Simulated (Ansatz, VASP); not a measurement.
**One calculation of AlN, two programs**

INCAR

```
PREC     = Accurate       # precision mode
ENCUT    = 600            # plane-wave cutoff, eV
EDIFF    = 1E-6           # SCF threshold, eV
ISMEAR   = 0              # smearing method
SIGMA    = 0.01           # smearing width, eV
LREAL    = False          # projectors in reciprocal space
LASPH    = True           # aspherical terms in the spheres
NELM     = 120            # most SCF steps
ALGO     = Normal         # electronic algorithm
ISIF     = 2              # what is computed and relaxed
LWAVE    = False          # write WAVECAR
LCHARG   = False          # write CHGCAR
GGA      = PS             # functional
NBANDS   = 11             # bands
GGA_COMPAT= False
```

KPOINTS

```
regular mesh
0
Gamma
  8 8 8
```

POSCAR

```
AlN
1.0
    0.0000000000      2.1886778373      2.1886778373
    2.1886778373      0.0000000000      2.1886778373
    2.1886778373      2.1886778373      0.0000000000
Al N
1 1
Direct
   -0.0022844842     -0.0022844842     -0.0022844842
    0.2500000000      0.2500000000      0.2500000000
```

Input for Ansatz:

```yaml
crystal:
  lattice:
    - [0.0, 2.1886778373, 2.1886778373]
    - [2.1886778373, 0.0, 2.1886778373]
    - [2.1886778373, 2.1886778373, 0.0]
  atoms:
    - { symbol: Al, position: [-0.002284484228, -0.002284484228, -0.002284484228] }
    - { symbol: "N", position: [0.25, 0.25, 0.25] }
kpoints:
  mp_grid: { grid: [8, 8, 8] }
scf:
  occupations: { method: fixed }
  convergence: { dr2_threshold: 1.0e-10 }
hamiltonian:
  xc: pbesol
  pseudopotentials: { kind: paw }
output:
  forces: true
  stress: true
  eigenstates:
    kpoints:
      - [0.0, 0.0, 0.0]
      - [0.0, -0.5, -0.5]
      - [-0.5, 0.0, -0.5]
      - [-0.5, -0.5, 0.0]
      - [0.0, 0.5, 0.0]
      - [0.5, 0.0, 0.0]
      - [0.0, 0.0, 0.5]
      - [0.5, 0.5, 0.5]
  eigenvalues: true
```

Change from the starting cell: atom 1 moved by [-0.01, -0.01, -0.01] A, PAW files.

Alike in both runs: task single point; functional PBEsol; k mesh 8 × 8 × 8; no spin polarisation.

```csv
,VASP,Ansatz
version,VASP 6.6.1,Ansatz 0.2.0
potentials or method,"VASP PAW PBE potentials, release 64 (Al, N)","PAW with Ansatz's default frozen-core files, scalar-relativistic"
plane-wave cutoff (eV),600,420
occupations,"gaussian, width 0.01 eV",fixed
valence electrons in the cell,8,8
```

|  | VASP | Ansatz | Ansatz less VASP |
| --- | --- | --- | --- |
| gap on the k mesh at the Fermi level (eV) | 3.13 | 3.14 | +0.009 |
| pressure (GPa) | -0.1 | 0.1 | +0.17 |
| traceless stress, the component that is largest in VASP (GPa) | -0.66 | -0.65 | +0.012 |
| rms of the force components (eV/Å) | 0.138 | 0.137 | -0.0013 |

VASP's potentials were made for PBE, not for PBEsol. Atom by atom the forces differ by 0.001 eV/Å (rms over components).
